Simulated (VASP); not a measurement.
A run of VASP 6.6.1:

The input POSCAR:

```
CaF2
1.0
    0.0000000000      2.7410170000      2.7410170000
    2.7410170000      0.0000000000      2.7410170000
    2.7410170000      2.7410170000      0.0000000000
Ca F
1 2
Direct
    0.0000000000      0.0000000000      0.0000000000
    0.2500000000      0.2500000000      0.2500000000
    0.7500000000      0.7500000000      0.7500000000
```

The input INCAR.step1:

```
SYSTEM = CaF2
ALGO = Normal ; EDIFF = 1E-5
ENCUT = 660 ; GGA = PE
GGA_COMPAT = .False. ; ISMEAR = 1
LASPH = .True. ; LCHARG = .False.
LREAL = .False. ; LWAVE = .True.
NBANDS = 19 ; NELM = 120
PREC = Accurate ; SIGMA = 0.0291
```

INCAR.step2

```
SYSTEM = CaF2
ALGO = Normal ; EDIFF = 1E-6
ENCUT = 660 ; GGA_COMPAT = .False.
ISIF = 2 ; ISMEAR = 1
ISTART = 1 ; LASPH = .True.
LCHARG = .True. ; LELF = .True.
LMIXTAU = .True. ; LREAL = .False.
LVHAR = .True. ; LWAVE = .False.
METAGGA = R2SCAN ; NBANDS = 19
NELM = 120 ; PREC = Accurate
SIGMA = 0.0291
```

Contents of KPOINTS:

```
k-points
0
Gamma
  8 8 8
  0 0 0
```

Potentials or basis: VASP PAW PBE potentials, release 64 (Ca_sv, F).

Command:

```console
$ cat potpaw_PBE.64/Ca_sv/POTCAR potpaw_PBE.64/F/POTCAR > POTCAR
$ cp INCAR.step1 INCAR
$ mpirun -np 1 vasp_std > vasp.out
$ cp INCAR.step2 INCAR
$ mpirun -np 1 vasp_std > vasp.out
```

Hardware: 1 thread of Intel(R) Xeon(R) 6975P-C (Granite Rapids), on a shared host.

Q: How long does it take, and how much memory?

A: Wall time 39 s on 1 thread of Intel(R) Xeon(R) 6975P-C (Granite Rapids) (shared host), peak memory 0.19 GiB. Counts: k points 29.
